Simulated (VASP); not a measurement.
# InSb (Pmmn) in VASP: notebook

InSb is run at these levels: PBE; tasks: electric field gradients.

Program: VASP 6.6.1. These are calculated values, not measurements. Logs are shortened: lines on timing, memory, paths and dates and some standing lists are left out, and cuts for length are marked.

### 1 The cell of the first run

It takes space group Pmmn (No. 59, orthorhombic). The conventional cell has a = 5.357 Å, b = 5.712 Å, c = 3.032 Å, α = 90.00°, β = 90.00°, γ = 90.00°. In (site symmetry mm2) has 8 Sb at 2.72 to 3.82 Å and 6 In at 3.03 to 3.92 Å within 4.0 Å. Within 4.1 Å of Sb (site symmetry mm2) lie 8 In at 2.72 to 3.82 Å and 6 Sb at 3.03 to 4.04 Å.

### 2 Electric field gradients, PBE (zz strain of -1 %)

Contents of INCAR:

```
SYSTEM = InSb
PREC = Accurate ; ENCUT = 520
EDIFF = 1E-8 ; ISMEAR = -1
SIGMA = 0.08 ; LREAL = .False.
LASPH = .True. ; NELM = 100
ALGO = Normal ; ISIF = 2
LWAVE = .False. ; LCHARG = .False.
GGA = PE ; LEFG = .True.
NBANDS = 26
```

Contents of KPOINTS:

```
Automatic mesh
0
Gamma
  6 6 11
  0 0 0
```

Contents of POSCAR:

```
InSb
1.0
    5.3570000000      0.0000000000      0.0000000000
    0.0000000000      5.7120000000      0.0000000000
    0.0000000000      0.0000000000      3.0323700000
In Sb
2 2
Direct
    0.0000000000      0.0000000000      0.0000000000
    0.5000000000      0.5000000000      0.0000000000
    0.5000000000      0.0000000000      0.8350000000
    0.0000000000      0.5000000000      0.1650000000
```

Potentials or basis: VASP PAW PBE potentials, release 64 (In_d, Sb).

The run is started by

```
$ cat potpaw_PBE.64/In_d/POTCAR potpaw_PBE.64/Sb/POTCAR > POTCAR
$ mpirun -np 1 vasp_std > vasp.out
```

OUTCAR:

```text
SYSTEM = InSb
   PREC = Accurate
   ENCUT = 520
   EDIFF = 1E-8
   ISMEAR = -1
   LREAL = .False.
   LASPH = .True.
   NELM = 100
   ISIF = 2
   GGA = PE

 ion  position               nearest neighbor table
   1  0.000  0.000  0.000-   3 2.72   3 2.72   4 2.90   4 2.90   3 3.69   3 3.69   4 3.82   4 3.82
                             2 3.92   2 3.92   2 3.92   2 3.92
   2  0.500  0.500  0.000-   4 2.72   4 2.72   3 2.90   3 2.90   4 3.69   4 3.69   3 3.82   3 3.82
                             1 3.92   1 3.92   1 3.92   1 3.92
   3  0.500  0.000  0.835-   1 2.72   1 2.72   2 2.90   2 2.90   1 3.69   1 3.69   2 3.82   2 3.82

   4  0.000  0.500  0.165-   2 2.72   2 2.72   1 2.90   1 2.90   2 3.69   2 3.69   1 3.82   1 3.82

  LATTYP: Found a simple orthorhombic cell.
 ALAT       =     3.0323700000
 B/A-ratio  =     1.7666049987
 C/A-ratio  =     1.8836751452

  Lattice vectors:

 A1 = (   0.0000000000,   0.0000000000,   3.0323700000)
 A2 = (   5.3570000000,   0.0000000000,   0.0000000000)
 A3 = (   0.0000000000,   5.7120000000,   0.0000000000)

Analysis of symmetry for initial positions (statically):
=====================================================================
 Subroutine PRICEL returns:
 Original cell was already a primitive cell.

 Routine SETGRP: Setting up the symmetry group for a
 simple orthorhombic supercell.

 Subroutine GETGRP returns: Found  8 space group operations
 (whereof  4 operations were pure point group operations)
 out of a pool of  8 trial point group operations.

The static configuration has the point symmetry C_2v.
 The point group associated with its full space group is D_2h.

Analysis of symmetry for dynamics (positions and initial velocities):
=====================================================================
 Subroutine PRICEL returns:
 Original cell was already a primitive cell.

 Routine SETGRP: Setting up the symmetry group for a
 simple orthorhombic supercell.

 Subroutine GETGRP returns: Found  8 space group operations
 (whereof  4 operations were pure point group operations)
 out of a pool of  8 trial point group operations.

The dynamic configuration has the point symmetry C_2v.
 The point group associated with its full space group is D_2h.

 Subroutine INISYM returns: Found  8 space group operations
 (whereof  4 operations are pure point group operations),
 and found     1 'primitive' translations

----------------------------------------------------------------------------------------

                                     Primitive cell

  volume of cell :      92.7880

  direct lattice vectors                    reciprocal lattice vectors
     5.357000000  0.000000000  0.000000000     0.186671645  0.000000000  0.000000000
     0.000000000  5.712000000  0.000000000     0.000000000  0.175070028  0.000000000
     0.000000000  0.000000000  3.032370000     0.000000000  0.000000000  0.329775060

  length of vectors
     5.357000000  5.712000000  3.032370000     0.186671645  0.175070028  0.329775060

  position of ions in fractional coordinates (direct lattice)
     0.000000000  0.000000000  0.000000000
     0.500000000  0.500000000  0.000000000
     0.500000000  0.000000000  0.835000000
     0.000000000  0.500000000  0.165000000

  ion indices of the primitive-cell ions
   primitive index   ion index
                 1           1
                 2           2
                 3           3
                 4           4

----------------------------------------------------------------------------------------

 KPOINTS: Automatic mesh

Automatic generation of k-mesh.
 Grid dimensions read from file:
 generate k-points for:    6    6   11

 Generating k-lattice:

  Cartesian coordinates                     Fractional coordinates (reciprocal lattice)
     0.031111941  0.000000000  0.000000000     0.166666667  0.000000000  0.000000000
     0.000000000  0.029178338  0.000000000     0.000000000  0.166666667  0.000000000
     0.000000000  0.000000000  0.029979551     0.000000000  0.000000000  0.090909091

  Length of vectors
     0.031111941  0.029178338  0.029979551

  Shift w.r.t. Gamma in fractional coordinates (k-lattice)
     0.000000000  0.000000000  0.000000000

 Subroutine IBZKPT returns following result:
 ===========================================

 Found     96 irreducible k-points:

 Following reciprocal coordinates:
            Coordinates               Weight
  0.000000  0.000000  0.000000      1.000000
  0.166667  0.000000  0.000000      2.000000
  0.333333  0.000000  0.000000      2.000000
  0.500000  0.000000  0.000000      1.000000
  0.000000  0.166667  0.000000      2.000000
  0.166667  0.166667  0.000000      4.000000
[... 16 lines left out ...]
  0.333333  0.166667  0.090909      8.000000
  0.500000  0.166667  0.090909      4.000000
 [... further k-points ...]
   k-points           NKPTS =     96   k-points in BZ     NKDIM =     96   number of bands    NBANDS=     26
   number of dos      NEDOS =    301   number of ions     NIONS =      4
   total plane-waves  NPLWV =  40320
   dimension x,y,z NGX =    40 NGY =   42 NGZ =   24
   dimension x,y,z NGXF=    80 NGYF=   84 NGZF=   48
   ions per type =               2   2
   NGX,Y,Z   is equivalent  to a cutoff of  12.41, 12.22, 13.16 a.u.
   NGXF,Y,Z  is equivalent  to a cutoff of  24.83, 24.45, 26.32 a.u.
 SYSTEM =  InSb
   PREC   = accura    normal or accurate (medium, high low for compatibility)
   ISTART =      0    job   : 0-new  1-cont  2-samecut
   ICHARG =      2    charge: 1-file 2-atom 10-const
   ISPIN  =      1    spin polarized calculation?
   LNONCOLLINEAR =      F non collinear calculations
   LSORBIT =      F    spin-orbit coupling
   LASPH  =      T    aspherical Exc in radial PAW
   ENCUT  =  520.0 eV  38.22 Ry    6.18 a.u.   9.96 10.62  5.64*2*pi/ulx,y,z
   NELM   =    100;   NELMIN=  2; NELMDL= -5     # of ELM steps
   EDIFF  = 0.1E-07   stopping-criterion for ELM
   LREAL  =      F    real-space projection
   EDIFFG = 0.1E-06   stopping-criterion for IOM
   NSW    =      0    number of steps for IOM
   IBRION =     -1    ionic relax: 0-MD 1-quasi-New 2-CG
   NFREE  =      0    steps in history (QN), initial steepest desc. (CG)
   ISIF   =      2    stress and relaxation
   ISYM   =      2    0-nonsym 1-usesym 2-fastsym
   POTIM  = 0.5000    time-step for ionic-motion
   TEBEG  =    0.0;   TEEND  =   0.0 temperature during run
   PSTRESS=    0.0 pullay stress
   NELECT =      36.0000    total number of electrons
   NUPDOWN=      -1.0000    fix difference up-down
   EMIN   =  10.00;   EMAX   =-10.00  energy-range for DOS
   EFERMI =   0.00;   METHOD = LEGACY
   ISMEAR =    -1;   SIGMA  =   0.08  broadening in eV -4-tet -1-fermi 0-gaus
   EFERMI_NEDOS =   21; number of points for ismear=-14 and -15
   IALGO  =     38    algorithm
   IMIX   =      4    mixing-type and parameters
     AMIX     =   0.40;   BMIX     =  1.00
     AMIX_MAG =   1.60;   BMIX_MAG =  1.00
  volume/ion in A,a.u.               =      23.20       156.54
  Fermi-wavevector in a.u.,A,eV,Ry     =   1.194020  2.256371 19.397610  1.425684
  Thomas-Fermi vector in A             =   2.330020
   LORBIT       =      0    0 simple, 1 ext, 2 COOP (PROOUT), +10 PAW based schemes
   GGA     = PE    functional components
   LHFCALC =     F    Hartree Fock is set to
   AEXX    =    0.0000 exact exchange contribution
   IVDW    =     0    specifies the selected vdW correction
   LEPSILON=     F    determine dielectric tensor
   LRPA    =     F    only Hartree local field effects (RPA)
 non-spin polarized calculation
  energy-cutoff  :      520.00
  volume of cell :       92.79
 maximum number of plane-waves:      2522
 NGX is ok and might be reduce to    40
   NGX = 19   NGY = 21   NGZ = 11

 number of electron      36.0000003 magnetization

 Free energy of the ion-electron system (eV)
  ---------------------------------------------------
  ext. energy  EPLUGINS =         0.00000000
  ---------------------------------------------------
  free energy    TOTEN  =       -12.08307715 eV

  energy without entropy =      -12.05594551  energy(sigma->0) =      -12.06951133

 E-fermi :   9.7157     XC(G=0): -10.7632

 val. band max:        9.6908457782   @ k =   0.1667   0.3333   0.4545
 cond. band min:       9.7238593451   @ k =   0.1667   0.5000   0.4545
 fundamental gap:      0.0330135669
 Fermi energy:         9.7156878028

 k-point     1 :       0.0000    0.0000    0.0000
  band No.  band energies     occupation
      1      -5.6416      2.00000
      2      -5.6357      2.00000
      3      -5.5044      2.00000
      4      -5.2770      2.00000
      5      -5.2606      2.00000
      6      -5.1161      2.00000
[... 18 lines left out ...]
     25      18.9534      0.00000
     26      19.1444      0.00000

 k-point     2 :       0.1667    0.0000    0.0000
  band No.  band energies     occupation
      1      -5.6213      2.00000
      2      -5.6095      2.00000
      3      -5.5058      2.00000
      4      -5.2704      2.00000
      5      -5.2693      2.00000
      6      -5.1303      2.00000
[... 18 lines left out ...]
     25      18.9144      0.00000
     26      19.1879      0.00000

 k-point     3 :       0.3333    0.0000    0.0000
  band No.  band energies     occupation
      1      -5.5893      2.00000
      2      -5.5524      2.00000
      3      -5.4855      2.00000
      4      -5.3109      2.00000
      5      -5.2460      2.00000
      6      -5.1662      2.00000
[... 572 lines left out ...]
 k-point    23 :       0.3333    0.1667    0.0909
  band No.  band energies     occupation
      1      -5.5426      2.00000
      2      -5.5163      2.00000
      3      -5.4483      2.00000
      4      -5.3102      2.00000
      5      -5.2375      2.00000
      6      -5.1696      2.00000
[... 18 lines left out ...]
     25      16.8154      0.00000
     26      17.3371      0.00000

 k-point    24 :       0.5000    0.1667    0.0909
  band No.  band energies     occupation
      1      -5.5151      2.00000
      2      -5.5151      2.00000
      3      -5.3767      2.00000
      4      -5.3767      2.00000
      5      -5.2064      2.00000
      6      -5.2064      2.00000
[... 18 lines left out ...]
     25      17.0342      0.00000
     26      17.0342      0.00000

 [... further k-points ...]

------------------------ aborting loop because EDIFF is reached ----------------------------------------

  FORCE on cell =-STRESS in cart. coord.  units (eV):
  Direction    XX          YY          ZZ          XY          YZ          ZX
  --------------------------------------------------------------------------------------
  -------------------------------------------------------------------------------------
  Total       17.7792503      8.8866463      6.1537043      0.0000000      0.0000000      0.0000000
  in kB      306.9954865    153.4463076    106.2564168      0.0000000      0.0000000      0.0000000
  external PRESSURE =     188.8994037 kB  Pullay stress =       0.0000000 kB

 VOLUME and BASIS-vectors are now :
 -----------------------------------------------------------------------------
  energy-cutoff  :      520.00
  volume of cell :       92.79
      direct lattice vectors                 reciprocal lattice vectors
     5.357000000  0.000000000  0.000000000     0.186671645  0.000000000  0.000000000
     0.000000000  5.712000000  0.000000000     0.000000000  0.175070028  0.000000000
     0.000000000  0.000000000  3.032370000     0.000000000  0.000000000  0.329775060

 POSITION                                       TOTAL-FORCE (eV/Angst)
 -----------------------------------------------------------------------------------
      0.00000      0.00000      0.00000         0.000000      0.000000      0.263674
      2.67850      2.85600      0.00000         0.000000      0.000000     -0.263674
      2.67850      0.00000      2.53203         0.000000      0.000000     -0.736642
      0.00000      2.85600      0.50034         0.000000      0.000000      0.736642
 -----------------------------------------------------------------------------------
    total drift:                               -0.000000      0.000000     -0.000000

  FREE ENERGIE OF THE ION-ELECTRON SYSTEM (eV)
  ---------------------------------------------------
  free  energy   TOTEN  =       -12.0830771477 eV

  energy  without entropy=      -12.0559455132  energy(sigma->0) =      -12.06951133

 Electric field gradients (V/A^2)
---------------------------------------------------------------------
 ion       V_xx      V_yy      V_zz      V_xy      V_xz      V_yz
---------------------------------------------------------------------
   1     -78.644    15.988    62.656    -0.000    -0.000     0.000
   2     -78.644    15.988    62.656    -0.000    -0.000     0.000
   3     -79.609   -71.995   151.604     0.000     0.000    -0.000
   4     -79.609   -71.995   151.604     0.000     0.000    -0.000
---------------------------------------------------------------------

 Electric field gradients after diagonalization (V/A^2)
 (convention: |V_zz| > |V_xx| > |V_yy|)
----------------------------------------------------------------------
 ion       V_xx      V_yy      V_zz     asymmetry (V_yy - V_xx)/ V_zz
----------------------------------------------------------------------
   1      62.656    15.988   -78.644       0.593
   2      62.656    15.988   -78.644       0.593
   3     -79.609   -71.995   151.604       0.050
   4     -79.609   -71.995   151.604       0.050
----------------------------------------------------------------------

           NMR quadrupolar parameters

 Cq : quadrupolar parameter    Cq=e*Q*V_zz/h
 eta: asymmetry parameters     (V_yy - V_xx)/ V_zz
 Q  : nuclear electric quadrupole moment in mb (millibarn)
----------------------------------------------------------------------
 ion       Cq(MHz)       eta       Q (mb)
----------------------------------------------------------------------
   1      -0.190       0.593       1.000
   2      -0.190       0.593       1.000
   3       0.367       0.050       1.000
   4       0.367       0.050       1.000
----------------------------------------------------------------------
```

Run time: 2.1 min. Hardware: 1 thread of Intel Xeon Platinum 8488C (Sapphire Rapids), shared host; peak memory 0.33 GiB.

What came out:

| Quantity | Value |
| --- | --- |
| Free energy | -12.0831 eV |
| Pressure | 18.9 GPa |
| Largest force | 0.737 eV/Å |
| Band gap on the k mesh | zero (bands 18 and 19 overlap by 3.29 eV) |
| Largest electric field gradient by atom | In -78.6; Sb +151.6 V/Å² |

Forces in eV/Å, atoms in the order of the input:
```
In   0.000  0.000  0.264
In   0.000  0.000 -0.264
Sb   0.000  0.000 -0.737
Sb   0.000  0.000  0.737
```

Electric field gradients, principal values (V/Å²):
```tsv
atom	least	middle	greatest (by size)
1 In	15.988	62.656	-78.644
2 In	15.988	62.656	-78.644
3 Sb	-71.995	-79.609	151.604
4 Sb	-71.995	-79.609	151.604
```

Caveat: the cell differs from its parent crystal (zz strain of -1 %); the stress differs along the axes, from 11 to 31 GPa; without QUAD_EFG the Cq values of the log hold for a quadrupole moment of 1 mb, not for the nuclei; spin-orbit coupling is left out, which moves the levels of the heavy elements.

### 3 Electric field gradients, PBE (23.90 Å³/atom)

This run uses another cell than the first one, of 23.90 Å³/atom.

Contents of INCAR:

```
SYSTEM = InSb
ALGO     = Normal         ! electronic algorithm
EDIFF    = 1E-8           ! SCF threshold, eV
ENCUT    = 520            ! plane-wave cutoff, eV
GGA      = PE             ! functional
ISIF     = 2              ! what is computed and relaxed
ISMEAR   = -1             ! smearing method
LASPH    = .True.         ! aspherical terms in the spheres
LCHARG   = .False.        ! write CHGCAR
LEFG     = .True.       
LREAL    = .False.        ! projectors in reciprocal space
LWAVE    = .False.        ! write WAVECAR
NBANDS   = 26             ! bands
NELM     = 100            ! most SCF steps
PREC     = Accurate       ! precision mode
SIGMA    = 0.08           ! smearing width, eV
```

Contents of KPOINTS:

```
k-points
0
Gamma
  6 6 11
  0 0 0
```

Contents of POSCAR:

```
InSb
1.0
    5.3924778551      0.0000000000      0.0000000000
    0.0000000000      5.7498289170      0.0000000000
    0.0000000000      0.0000000000      3.0832853594
In Sb
2 2
Direct
    0.0000000000      0.0000000000      0.0000000000
    0.5000000000      0.5000000000      0.0000000000
    0.5000000000      0.0000000000      0.8350000000
    0.0000000000      0.5000000000      0.1650000000
```

Potentials or basis: VASP PAW PBE potentials, release 64 (In_d, Sb).

The run is started by

```
$ cat potpaw_PBE.64/In_d/POTCAR potpaw_PBE.64/Sb/POTCAR > POTCAR
$ mpirun -np 1 vasp_std > vasp.out
```

OUTCAR:

```text
SYSTEM = InSb
   EDIFF = 1E-8
   ENCUT = 520
   GGA = PE
   ISIF = 2
   ISMEAR = -1
   LASPH = .True.
   LREAL = .False.
   NELM = 100
   PREC = Accurate

 ion  position               nearest neighbor table
   1  0.000  0.000  0.000-   3 2.74   3 2.74   4 2.92   4 2.92   3 3.73   3 3.73   4 3.86   4 3.86
                             2 3.94   2 3.94   2 3.94   2 3.94
   2  0.500  0.500  0.000-   4 2.74   4 2.74   3 2.92   3 2.92   4 3.73   4 3.73   3 3.86   3 3.86
                             1 3.94   1 3.94   1 3.94   1 3.94
   3  0.500  0.000  0.835-   1 2.74   1 2.74   2 2.92   2 2.92   1 3.73   1 3.73   2 3.86   2 3.86

   4  0.000  0.500  0.165-   2 2.74   2 2.74   1 2.92   1 2.92   2 3.73   2 3.73   1 3.86   1 3.86

  LATTYP: Found a simple orthorhombic cell.
 ALAT       =     3.0832853594
[... 931 lines left out ...]
   1     -81.224    12.586    68.637    -0.000    -0.000     0.000
   2     -81.224    12.586    68.637     0.000    -0.000    -0.000
   3     -81.814   -74.956   156.770     0.000     0.000    -0.000
   4     -81.814   -74.956   156.770     0.000     0.000     0.000
---------------------------------------------------------------------

 Electric field gradients after diagonalization (V/A^2)
 (convention: |V_zz| > |V_xx| > |V_yy|)
----------------------------------------------------------------------
 ion       V_xx      V_yy      V_zz     asymmetry (V_yy - V_xx)/ V_zz
----------------------------------------------------------------------
   1      68.637    12.586   -81.224       0.690
   2      68.637    12.586   -81.224       0.690
   3     -81.814   -74.956   156.770       0.044
   4     -81.814   -74.956   156.770       0.044
----------------------------------------------------------------------

           NMR quadrupolar parameters

 Cq : quadrupolar parameter    Cq=e*Q*V_zz/h
 eta: asymmetry parameters     (V_yy - V_xx)/ V_zz
 Q  : nuclear electric quadrupole moment in mb (millibarn)
----------------------------------------------------------------------
 ion       Cq(MHz)       eta       Q (mb)
----------------------------------------------------------------------
   1      -0.196       0.690       1.000
   2      -0.196       0.690       1.000
   3       0.379       0.044       1.000
   4       0.379       0.044       1.000
----------------------------------------------------------------------
```

stdout:

```text
POSCAR found type information on POSCAR InSb
 POSCAR found :  2 types and       4 ions
 scaLAPACK will be used
 LDA part: xc-table for (Slater+PW92), standard interpolation
 POSCAR, INCAR and KPOINTS ok, starting setup
 FFT: planning ... GRIDC
 FFT: planning ... GRID_SOFT
 FFT: planning ... GRID
 WAVECAR not read
 entering main loop
ion   1

ion   2

ion   3

ion   4
```

Wall time 2.8 min (1 thread of Intel Xeon Platinum 8488C (Sapphire Rapids), shared host); peak memory 0.34 GiB.

Results:

- Free energy: -12.3360 eV
- Pressure: 15.5 GPa
- Largest force: 0.705 eV/Å
- Band gap on the k mesh: zero (bands 18 and 19 overlap by 3.25 eV)
- Largest electric field gradient by atom: In -81.2; Sb +156.8 V/Å²

Forces in eV/Å, atoms in the order of the input:
```
In   0.000  0.000  0.259
In   0.000  0.000 -0.259
Sb   0.000  0.000 -0.705
Sb   0.000  0.000  0.705
```

Electric field gradients, principal values (V/Å²):
| atom | least | middle | greatest (by size) |
| --- | --- | --- | --- |
| 1 In | 12.586 | 68.637 | -81.224 |
| 2 In | 12.586 | 68.637 | -81.224 |
| 3 Sb | -74.956 | -81.814 | 156.770 |
| 4 Sb | -74.956 | -81.814 | 156.770 |

Caveat: the stress differs along the axes, from 7 to 27 GPa; without QUAD_EFG the Cq values of the log hold for a quadrupole moment of 1 mb, not for the nuclei; spin-orbit coupling is left out, which moves the levels of the heavy elements.

(Continued in part 2 of 2.)

The gap in the log of VASP goes by the Fermi energy; the results here count the filled bands.